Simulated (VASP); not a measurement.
# CoH (Pm-3m) in VASP: further runs

CoH is run at these levels: LDA; tasks: single point.

Program: VASP 6.6.1. These are calculated values, not measurements. Logs are shortened: lines on timing, memory, paths and dates and some standing lists are left out, and cuts for length are marked.

**1. The cell of the first run**

The structure is cubic, space group Pm-3m (No. 221). The conventional cell has a = 2.292 Å, b = 2.292 Å, c = 2.292 Å, α = 90.00°, β = 90.00°, γ = 90.00°. Within 2.6 Å of Co (site symmetry m-3m) lie 8 H at 1.99 Å and 6 Co at 2.29 Å. Within 2.6 Å of H (site symmetry m-3m) lie 8 Co at 1.99 Å and 6 H at 2.29 Å.

**2. Single point, LDA, collinear spin, ferromagnetic start**

The input, INCAR:

```
PREC     = Accurate       # precision mode
ENCUT    = 520            # plane-wave cutoff, eV
EDIFF    = 1E-7           # SCF threshold, eV
ISMEAR   = -1             # smearing method
SIGMA    = 0.1            # smearing width, eV
LREAL    = False          # projectors in reciprocal space
LASPH    = True           # aspherical terms in the spheres
NELM     = 150            # most SCF steps
ALGO     = Normal         # electronic algorithm
ISIF     = 2              # what is computed and relaxed
LWAVE    = False          # write WAVECAR
LCHARG   = False          # write CHGCAR
ISPIN    = 2              # spin polarisation
MAGMOM   = 2.5 0          # initial moments
LORBIT   = 11             # projections on sites
LMAXMIX  = 4              # l up to which the mixer works
NBANDS   = 16             # bands
```

The input, KPOINTS:

```
Automatic mesh
0
Gamma
  10 10 10
```

The input, POSCAR:

```
CoH
1.0
    2.2921324754      0.0000000000      0.0000000000
    0.0000000000      2.2921324754      0.0000000000
    0.0000000000      0.0000000000      2.2921324754
Co H
1 1
Direct
    0.0000000000      0.0000000000      0.0000000000
    0.5000000000      0.5000000000      0.5000000000
```

Potentials or basis: VASP PAW LDA potentials, release 64 (Co, H).

Launch:

```sh
$ cat potpaw_LDA.64/Co/POTCAR potpaw_LDA.64/H/POTCAR > POTCAR
$ mpirun -np 1 vasp_std > vasp.out
```

OUTCAR:

```text
PREC = Accurate
   ENCUT = 520
   EDIFF = 1E-7
   ISMEAR = -1
   LREAL = False
   LASPH = True
   NELM = 150
   ISIF = 2
   ISPIN = 2
   LORBIT = 11

 ion  position               nearest neighbor table
   1  0.000  0.000  0.000-   2 1.99   2 1.99   2 1.99   2 1.99   2 1.99   2 1.99   2 1.99   2 1.99

   2  0.500  0.500  0.500-   1 1.99   1 1.99   1 1.99   1 1.99   1 1.99   1 1.99   1 1.99   1 1.99

  LATTYP: Found a simple cubic cell.
 ALAT       =     2.2921324754

  Lattice vectors:

 A1 = (   2.2921324754,   0.0000000000,   0.0000000000)
 A2 = (   0.0000000000,   2.2921324754,   0.0000000000)
 A3 = (   0.0000000000,   0.0000000000,   2.2921324754)

Analysis of symmetry for initial positions (statically):
=====================================================================
 Subroutine PRICEL returns:
 Original cell was already a primitive cell.

 Routine SETGRP: Setting up the symmetry group for a
 simple cubic supercell.

 Subroutine GETGRP returns: Found 48 space group operations
 (whereof 48 operations were pure point group operations)
 out of a pool of 48 trial point group operations.

The static configuration has the point symmetry O_h .

Analysis of symmetry for dynamics (positions and initial velocities):
=====================================================================
 Subroutine PRICEL returns:
 Original cell was already a primitive cell.

 Routine SETGRP: Setting up the symmetry group for a
 simple cubic supercell.

 Subroutine GETGRP returns: Found 48 space group operations
 (whereof 48 operations were pure point group operations)
 out of a pool of 48 trial point group operations.

The dynamic configuration has the point symmetry O_h .

Analysis of structural, dynamic, and magnetic symmetry:
=====================================================================
 Subroutine PRICEL returns:
 Original cell was already a primitive cell.

 Routine SETGRP: Setting up the symmetry group for a
 simple cubic supercell.

 Subroutine GETGRP returns: Found 48 space group operations
 (whereof 48 operations were pure point group operations)
 out of a pool of 48 trial point group operations.

The overall configuration has the point symmetry O_h .

 Subroutine INISYM returns: Found 48 space group operations
 (whereof 48 operations are pure point group operations),
 and found     1 'primitive' translations

----------------------------------------------------------------------------------------
[... 116 lines left out ...]
  Thomas-Fermi vector in A             =   2.645076
   LORBIT       =     11    0 simple, 1 ext, 2 COOP (PROOUT), +10 PAW based schemes
   GGA     = CA    functional components
   LHFCALC =     F    Hartree Fock is set to
   AEXX    =    0.0000 exact exchange contribution
   IVDW    =     0    specifies the selected vdW correction
   LEPSILON=     F    determine dielectric tensor
   LRPA    =     F    only Hartree local field effects (RPA)
 spin polarized calculation
  energy-cutoff  :      520.00
  volume of cell :       12.04
 maximum number of plane-waves:       341
 NGX is ok and might be reduce to    18
   NGX =  9   NGY =  9   NGZ =  9

 number of electron      10.0000010 magnetization       0.8776399

 Free energy of the ion-electron system (eV)
  ---------------------------------------------------
  ext. energy  EPLUGINS =         0.00000000
  ---------------------------------------------------
  free energy    TOTEN  =       -10.78504569 eV

  energy without entropy =      -10.71705286  energy(sigma->0) =      -10.75104928

 E-fermi :  10.7296     XC(G=0): -13.9087

 val. band max:       10.7242373864   @ k =   0.2000   0.2000   0.1000
 cond. band min:      10.7298371451   @ k =   0.3000   0.3000   0.1000
 fundamental gap:      0.0055997588
 Fermi energy:        10.7296388366

 spin component 1

 k-point     1 :       0.0000    0.0000    0.0000
  band No.  band energies     occupation
      1      -2.1138      1.00000
      2       6.4119      1.00000
      3       6.4119      1.00000
      4      10.4759      0.92672
      5      10.4759      0.92672
      6      10.4759      0.92672
[... 435 lines left out ...]
      5       9.5547      0.99999
      6      10.2793      0.98905
[... 8 lines left out ...]
     15      47.8298      0.00000
     16      48.6484      0.00000

 [... further k-points ...]

 spin component 2

 k-point     1 :       0.0000    0.0000    0.0000
  band No.  band energies     occupation
      1      -2.0126      1.00000
      2       6.9793      1.00000
      3       6.9793      1.00000
      4      11.4391      0.00083
      5      11.4391      0.00083
      6      11.4391      0.00083
[... 435 lines left out ...]
      5      10.4193      0.95702
      6      11.2279      0.00681
[... 8 lines left out ...]
     15      48.0489      0.00000
     16      49.3217      0.00000

 [... further k-points ...]

------------------------ aborting loop because EDIFF is reached ----------------------------------------

  FORCE on cell =-STRESS in cart. coord.  units (eV):
  Direction    XX          YY          ZZ          XY          YZ          ZX
  --------------------------------------------------------------------------------------
  -------------------------------------------------------------------------------------
  Total        1.0561367      1.0561367      1.0561367      0.0000000     -0.0000000      0.0000000
  in kB      140.5114000    140.5114000    140.5114000      0.0000000     -0.0000000      0.0000000
  external PRESSURE =     140.5114000 kB  Pullay stress =       0.0000000 kB

 VOLUME and BASIS-vectors are now :
 -----------------------------------------------------------------------------
  energy-cutoff  :      520.00
  volume of cell :       12.04
      direct lattice vectors                 reciprocal lattice vectors
     2.292132475  0.000000000  0.000000000     0.436274958  0.000000000  0.000000000
     0.000000000  2.292132475  0.000000000     0.000000000  0.436274958  0.000000000
     0.000000000  0.000000000  2.292132475     0.000000000  0.000000000  0.436274958

 POSITION                                       TOTAL-FORCE (eV/Angst)
 -----------------------------------------------------------------------------------
      0.00000      0.00000      0.00000         0.000000      0.000000      0.000000
      1.14607      1.14607      1.14607         0.000000      0.000000      0.000000
 -----------------------------------------------------------------------------------
    total drift:                               -0.000000     -0.000000      0.000000

  FREE ENERGIE OF THE ION-ELECTRON SYSTEM (eV)
  ---------------------------------------------------
  free  energy   TOTEN  =       -10.7850456911 eV

  energy  without entropy=      -10.7170528607  energy(sigma->0) =      -10.75104928

 total charge

# of ion       s       p       d       tot
------------------------------------------
    1        0.491   0.548   7.565   8.605
    2        0.439   0.036   0.000   0.475
--------------------------------------------------
tot          0.930   0.585   7.565   9.080

 magnetization (x)

# of ion       s       p       d       tot
------------------------------------------
    1        0.002   0.013   0.858   0.873
    2       -0.004  -0.001   0.000  -0.005
--------------------------------------------------
tot         -0.003   0.013   0.858   0.868
```

OSZICAR:

```text
N       E                     dE             d eps       ncg     rms          rms(c)
DAV:   1     0.293957297528E+02    0.29396E+02   -0.41085E+03  3768   0.748E+02
DAV:   2    -0.101457600105E+02   -0.39541E+02   -0.36203E+02  4176   0.150E+02
DAV:   3    -0.115287372247E+02   -0.13830E+01   -0.13730E+01  4544   0.283E+01
DAV:   4    -0.115372946167E+02   -0.85574E-02   -0.85554E-02  4552   0.212E+00
DAV:   5    -0.115374240623E+02   -0.12945E-03   -0.12944E-03  4592   0.242E-01    0.127E+01
DAV:   6    -0.111239150634E+02    0.41351E+00   -0.10798E+01  5064   0.364E+01    0.609E+00
DAV:   7    -0.107948010411E+02    0.32911E+00   -0.20226E+00  4472   0.155E+01    0.334E+00
DAV:   8    -0.107886453088E+02    0.61557E-02   -0.21553E-02  4832   0.123E+00    0.165E+00
DAV:   9    -0.107856701330E+02    0.29752E-02   -0.42095E-03  5704   0.375E-01    0.414E-01
DAV:  10    -0.107850417270E+02    0.62841E-03   -0.17707E-03  5720   0.321E-01    0.113E-01
DAV:  11    -0.107850393273E+02    0.23997E-05   -0.80493E-05  4368   0.852E-02    0.439E-02
DAV:  12    -0.107850446233E+02   -0.52960E-05   -0.11603E-05  5048   0.297E-02    0.979E-03
DAV:  13    -0.107850454338E+02   -0.81052E-06   -0.85714E-07  4696   0.784E-03    0.614E-03
DAV:  14    -0.107850456800E+02   -0.24624E-06   -0.50919E-07  4632   0.667E-03    0.109E-03
DAV:  15    -0.107850456911E+02   -0.11096E-07   -0.23162E-08  2608   0.144E-03
   1 F= -.10785046E+02 E0= -.10751049E+02  d E =-.679928E-01  mag=     0.8777
```

It took 22 s on 1 thread of Intel Xeon Platinum 8488C (Sapphire Rapids), shared host; peak memory 0.13 GiB.

Results:

- Free energy: -10.7850 eV
- Pressure: 14.1 GPa
- Net moment: 0.88 μB per cell
- Site moments: Co +0.87; H -0.01 μB
- Valence electrons inside the program's atomic spheres: Co 8.61; H 0.47

Levels at points of the mesh, in eV from the Fermi level:
Spin up:
| k point | band 2 | band 3 | band 4 | band 5 | band 6 | band 7 | band 8 | band 9 | band 10 | band 11 |
| --- | --- | --- | --- | --- | --- | --- | --- | --- | --- | --- |
| (0.00, 0.00, 0.00) | -4.32 | -4.32 | -0.25 | -0.25 | -0.25 | 14.51 | 16.82 | 16.82 | 16.82 | 22.32 |
| (0.50, 0.00, 0.00) | -5.34 | -3.71 | -1.72 | -1.72 | -0.12 | 3.50 | 16.90 | 21.85 | 25.72 | 25.72 |
| (0.50, 0.50, 0.00) | -3.35 | -1.36 | -1.36 | 0.82 | 3.01 | 3.01 | 3.74 | 11.56 | 26.72 | 27.13 |
| (0.50, 0.50, 0.50) | -4.47 | -4.47 | -0.20 | 0.90 | 0.90 | 11.06 | 11.06 | 11.06 | 15.01 | 15.01 |
Spin down:
| k point | band 3 | band 4 | band 5 | band 6 | band 7 | band 8 |
| --- | --- | --- | --- | --- | --- | --- |
| (0.00, 0.00, 0.00) | -3.75 | 0.71 | 0.71 | 0.71 | 14.61 | 17.00 |
| (0.50, 0.00, 0.00) | -3.11 | -0.84 | -0.84 | 0.85 | 4.08 | 17.01 |
| (0.50, 0.50, 0.00) | -0.46 | -0.46 | 1.57 | 3.17 | 3.17 | 4.32 |
| (0.50, 0.50, 0.50) | -3.80 | -0.22 | 1.65 | 1.65 | 11.29 | 11.29 |

**3. Single point, LDA, collinear spin, ferromagnetic start**

This run uses another cell than the first one, of 6.40 Å³/atom, 1.063 times its volume.

The input, INCAR:

```
  ALGO = Normal
  EDIFF = 1E-6
  ENCUT = 520
  ISIF = 2
  ISMEAR = -1
  ISPIN = 2
  LASPH = T
  LCHARG = F
  LMAXMIX = 4
  LORBIT = 11
  LREAL = F
  LWAVE = F
  MAGMOM = 2.5 0
  NBANDS = 16
  NELM = 150
  PREC = Accurate
  SIGMA = 0.1
```

The input, KPOINTS:

```
k-points
0
Gamma
  10 10 10
```

The input, POSCAR:

```
CoH
1.0
    2.3391289030      0.0000000000      0.0000000000
    0.0000000000      2.3391289030      0.0000000000
    0.0000000000      0.0000000000      2.3391289030
Co H
1 1
Direct
    0.0000000000      0.0000000000      0.0000000000
    0.5000000000      0.5000000000      0.5000000000
```

Potentials or basis: VASP PAW LDA potentials, release 64 (Co, H).

Launch:

```sh
$ cat potpaw_LDA.64/Co/POTCAR potpaw_LDA.64/H/POTCAR > POTCAR
$ mpirun -np 1 vasp_std > vasp.out
```

OUTCAR:

```text
EDIFF = 1E-6
   ENCUT = 520
   ISIF = 2
   ISMEAR = -1
   ISPIN = 2
   LASPH = T
   LORBIT = 11
   LREAL = F
   NELM = 150
   PREC = Accurate

 ion  position               nearest neighbor table
   1  0.000  0.000  0.000-
   2  0.500  0.500  0.500-

  LATTYP: Found a simple cubic cell.
 ALAT       =     2.3391289030

  Lattice vectors:

 A1 = (   2.3391289030,   0.0000000000,   0.0000000000)
 A2 = (   0.0000000000,   2.3391289030,   0.0000000000)
 A3 = (   0.0000000000,   0.0000000000,   2.3391289030)

Analysis of symmetry for initial positions (statically):
=====================================================================
 Subroutine PRICEL returns:
 Original cell was already a primitive cell.

 Routine SETGRP: Setting up the symmetry group for a
 simple cubic supercell.

 Subroutine GETGRP returns: Found 48 space group operations
 (whereof 48 operations were pure point group operations)
 out of a pool of 48 trial point group operations.

The static configuration has the point symmetry O_h .

Analysis of symmetry for dynamics (positions and initial velocities):
=====================================================================
 Subroutine PRICEL returns:
 Original cell was already a primitive cell.

 Routine SETGRP: Setting up the symmetry group for a
 simple cubic supercell.

 Subroutine GETGRP returns: Found 48 space group operations
 (whereof 48 operations were pure point group operations)
 out of a pool of 48 trial point group operations.

The dynamic configuration has the point symmetry O_h .

Analysis of structural, dynamic, and magnetic symmetry:
=====================================================================
 Subroutine PRICEL returns:
 Original cell was already a primitive cell.

 Routine SETGRP: Setting up the symmetry group for a
 simple cubic supercell.
[... 147 lines left out ...]
  ext. energy  EPLUGINS =         0.00000000
  ---------------------------------------------------
  free energy    TOTEN  =       -10.81487802 eV

  energy without entropy =      -10.74442277  energy(sigma->0) =      -10.77965040

 E-fermi :   9.8565     XC(G=0): -13.5692

 val. band max:        9.8484945244   @ k =   0.4000   0.3000   0.0000
 cond. band min:       9.8576608530   @ k =   0.2000   0.1000   0.1000
 fundamental gap:      0.0091663286
 Fermi energy:         9.8565486531

 spin component 1

 k-point     1 :       0.0000    0.0000    0.0000
  band No.  band energies     occupation
      1      -2.4627      1.00000
      2       5.7639      1.00000
      3       5.7639      1.00000
      4       9.4523      0.98275
      5       9.4523      0.98275
      6       9.4523      0.98275
[... 435 lines left out ...]
      5       8.6217      1.00000
      6       9.2755      0.99701
[... 8 lines left out ...]
     15      45.6483      0.00000
     16      46.8270      0.00000

 [... further k-points ...]

 spin component 2

 k-point     1 :       0.0000    0.0000    0.0000
  band No.  band energies     occupation
      1      -2.3541      1.00000
      2       6.4451      1.00000
      3       6.4451      1.00000
      4      10.5505      0.00097
      5      10.5505      0.00097
      6      10.5505      0.00097
[... 435 lines left out ...]
      5       9.6133      0.91931
      6      10.3580      0.00660
[... 8 lines left out ...]
     15      45.8892      0.00000
     16      47.0368      0.00000

 [... further k-points ...]

------------------------ aborting loop because EDIFF is reached ----------------------------------------

  FORCE on cell =-STRESS in cart. coord.  units (eV):
  Direction    XX          YY          ZZ          XY          YZ          ZX
  --------------------------------------------------------------------------------------
  -------------------------------------------------------------------------------------
  Total       -0.0694268     -0.0694268     -0.0694268     -0.0000000     -0.0000000      0.0000000
  in kB       -8.6911140     -8.6911140     -8.6911140     -0.0000000     -0.0000000      0.0000000
  external PRESSURE =      -8.6911140 kB  Pullay stress =       0.0000000 kB

 VOLUME and BASIS-vectors are now :
 -----------------------------------------------------------------------------
  energy-cutoff  :      520.00
  volume of cell :       12.80
      direct lattice vectors                 reciprocal lattice vectors
     2.339128903  0.000000000  0.000000000     0.427509574  0.000000000  0.000000000
     0.000000000  2.339128903  0.000000000     0.000000000  0.427509574  0.000000000
     0.000000000  0.000000000  2.339128903     0.000000000  0.000000000  0.427509574

 POSITION                                       TOTAL-FORCE (eV/Angst)
 -----------------------------------------------------------------------------------
      0.00000      0.00000      0.00000         0.000000      0.000000      0.000000
      1.16956      1.16956      1.16956         0.000000      0.000000      0.000000
 -----------------------------------------------------------------------------------
    total drift:                                0.000000     -0.000000      0.000000

  FREE ENERGIE OF THE ION-ELECTRON SYSTEM (eV)
  ---------------------------------------------------
  free  energy   TOTEN  =       -10.8148780223 eV

  energy  without entropy=      -10.7444227725  energy(sigma->0) =      -10.77965040

 total charge

# of ion       s       p       d       tot
------------------------------------------
    1        0.465   0.500   7.506   8.472
    2        0.427   0.032   0.000   0.458
--------------------------------------------------
tot          0.892   0.532   7.506   8.930

 magnetization (x)

# of ion       s       p       d       tot
------------------------------------------
    1        0.001   0.014   1.002   1.017
    2       -0.005  -0.001   0.000  -0.006
--------------------------------------------------
tot         -0.005   0.013   1.002   1.011
```

Wall time 18 s (1 thread of Intel Xeon Platinum 8488C (Sapphire Rapids), shared host); peak memory 0.13 GiB.

Results:

```yaml
Free_energy: -10.8149 eV
Pressure: -0.9 GPa
Net_moment: 1.02 μB per cell
Site_moments: Co +1.02; H -0.01 μB
Valence_electrons_inside_the_program's_atomic_spheres: Co 8.47; H 0.46
```
